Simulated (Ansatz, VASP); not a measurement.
C: VASP beside Ansatz

Contents of INCAR:

```
SYSTEM = C
ALGO     = Normal         ! electronic algorithm
EDIFF    = 1E-6           ! SCF threshold, eV
ENCUT    = 520            ! plane-wave cutoff, eV
GGA      = PE             ! functional
ISIF     = 2              ! what is computed and relaxed
ISMEAR   = 0              ! smearing method
LASPH    = .TRUE.         ! aspherical terms in the spheres
LCHARG   = .FALSE.        ! write CHGCAR
LREAL    = .FALSE.        ! projectors in reciprocal space
LWAVE    = .FALSE.        ! write WAVECAR
NBANDS   = 11             ! bands
NELM     = 60             ! most SCF steps
PREC     = Accurate       ! precision mode
SIGMA    = 0.05           ! smearing width, eV
```

The input KPOINTS:

```
k-points
0
G
  12 12 12
  0 0 0
```

Contents of POSCAR:

```
C
1.0
    0.0000000000      1.8147946836      1.7293178540
    1.8147946836      0.0000000000      1.7293178540
    1.8147946836      1.8147946836      0.0000000000
C
2
Direct
    0.5000000000      0.5000000000      0.5000000000
    0.7500000000      0.7500000000      0.7500000000
```

Input for Ansatz:

```yaml
crystal:
  lattice:
    - [0.0, 1.8147946836, 1.729317854]
    - [1.8147946836, 0.0, 1.729317854]
    - [1.8147946836, 1.8147946836, 0.0]
  atoms:
    - { symbol: C, position: [0.5, 0.5, 0.5] }
    - { symbol: C, position: [0.75, 0.75, 0.75] }
basis:
  ecutwfc: 520.0
kpoints:
  mp_grid: { grid: [12, 12, 12] }
hamiltonian:
  xc: pbe
  pseudopotentials: { kind: paw, azcp: { folder: soft_1 } }
scf:
  occupations: { method: gaussian, width: 0.05 }
output:
  forces: true
  stress: true
  eigenvalues: true
```

Alike in both runs: task single point; functional PBE; k mesh 12 × 12 × 12; occupations gaussian, width 0.05 eV; no spin polarisation.

```csv
,VASP,Ansatz
version,VASP 6.6.1,Ansatz 0.2.0
potentials or method,"VASP PAW PBE potentials, release 64 (C), cutoff 520 eV","scalar-relativistic, plane waves, PAW"
valence electrons in the cell,8,8
```

Ansatz gave:

* gap on the k mesh at the Fermi level (eV): 2.96
* least direct gap on the mesh (eV): 4.75
* pressure (GPa): 0.1
* traceless stress, the component that is largest in VASP (GPa): 28.29

Q: What did VASP give for the same quantities?

A: gap on the k mesh at the Fermi level (eV): 2.95; least direct gap on the mesh (eV): 4.75; pressure (GPa): 0.7; traceless stress, the component that is largest in VASP (GPa): 28.28.
